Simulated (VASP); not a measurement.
**CdH2O2: single point with PBEsol**

The system is CdH2O2.

```
Cd H O
1.0
     3.62099    0.00000    0.00000
    -1.81050    3.13587    0.00000
     0.00000    0.00000    4.78227
Cd H O
1 2 2
Direct
  0.00000 0.00000 0.00000
  0.66667 0.33333 0.55096
  0.33333 0.66667 0.44904
  0.66667 0.33333 0.75937
  0.33333 0.66667 0.24063
```

This cell differs from its parent crystal: strain +0.030 along x and y, +0.030 along z.

```yaml
Program: VASP 6.6.1
Task: single point
Functional: PBEsol
Potentials_or_basis: VASP PAW PBE potentials, release 64 (Cd, H, O)
Cutoff: 520 eV
k_mesh: 9 × 9 × 6
Occupations: gaussian, width 0.05 eV
Spin: no spin polarisation
Dipole_correction: no
Further_INCAR_settings: ALGO = Normal; EDIFF = 1e-07; NBANDS = 21
```

```
Pressure               : -8.3 GPa
Largest force          : 0.687 eV/Å
Band gap on the k mesh : 1.37 eV (least direct gap 1.70 eV)
```

Forces in eV/Å, atoms in the order of the input:
```
Cd   0.000  0.000  0.000
H    0.000  0.000  0.687
H    0.000  0.000 -0.687
O    0.000  0.000 -0.089
O    0.000  0.000  0.089
```

Stress tensor (GPa, compression positive):
```
-7.43  0.00  0.00
 0.00 -7.43  0.00
 0.00  0.00 -9.91
```

Levels at points of the mesh, in eV from the valence-band top:
| k point | band 11 | band 12 | band 13 | band 14 | band 15 | band 16 |
| --- | --- | --- | --- | --- | --- | --- |
| (0.00, 0.00, 0.00) | -0.82 | -0.32 | -0.32 | 1.37 | 6.11 | 9.33 |
| (0.00, 0.00, 0.50) | -1.03 | -0.08 | -0.08 | 3.77 | 4.20 | 10.58 |

Wall time 44 s on 1 thread of AMD EPYC 9R45 96-Core Processor (Zen 5), with other jobs on the host, peak memory 0.19 GiB.

Caveat: the cell differs from its parent crystal (strain +0.030 along x and y, +0.030 along z); the cell stands under tension; the PAW data sets were made with another functional, which shifts forces and pressure a little. A k mesh can miss the band edges.
